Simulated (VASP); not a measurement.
Wanted: the native input for a VASP 6.6.1 run.

```yaml
Task: single point
Functional: PBEsol
Potentials_or_basis: VASP PAW PBE potentials, release 64 (Ba_sv, Zr_sv, O)
Cutoff: 520 eV
k_mesh: 6 × 6 × 6
Occupations: gaussian, width 0.02 eV
Spin: no spin polarisation
Dipole_correction: no
Further_INCAR_settings: ALGO = Normal; EDIFF = 1e-07; NBANDS = 28
```

The structure of BaZrO3 lies in POSCAR:

```
BaZrO3
1.0
    4.1986080607      0.0000000000      0.0000000000
    0.0000000000      4.1986080607      0.0000000000
    0.0000000000      0.0000000000      4.1986080607
Ba Zr O
1 1 3
Direct
    0.0000000000      0.0000000000      0.0000000000
    0.5000000000      0.5000000000      0.5000000000
    0.5000000000      0.0000000000      0.5000000000
    0.5000000000      0.5000000000      0.0000000000
    0.0000000000      0.5000000000      0.5000000000
```

These files were run (other wordings do the same):

INCAR

```
  PREC = Accurate
  ENCUT = 520
  EDIFF = 1E-7
  ISMEAR = 0
  SIGMA = 0.02
  LREAL = F
  LASPH = T
  NELM = 80
  ALGO = Normal
  ISIF = 2
  LWAVE = F
  LCHARG = F
  GGA = PS
  NBANDS = 28
```

KPOINTS

```
regular mesh
0
Gamma
  6 6 6
```

Potentials or basis: VASP PAW PBE potentials, release 64 (Ba_sv, Zr_sv, O).

The run is started by

```console
$ cat potpaw_PBE.64/Ba_sv/POTCAR potpaw_PBE.64/Zr_sv/POTCAR potpaw_PBE.64/O/POTCAR > POTCAR
$ mpirun -np 1 vasp_std > vasp.out
```

It gave:

| Property | Result |
| --- | --- |
| Pressure | -0.9 GPa |
| Band gap on the k mesh | 3.10 eV, indirect (least direct gap 3.32 eV) |

Caveat: the PAW data sets were made with another functional, which shifts forces and pressure a little; spin-orbit coupling is left out, which moves the levels of the heavy elements.

Run time: 21 s on 1 thread of Intel(R) Xeon(R) Platinum 8559C (Emerald Rapids), with other jobs on the host, peak memory 0.2 GiB.
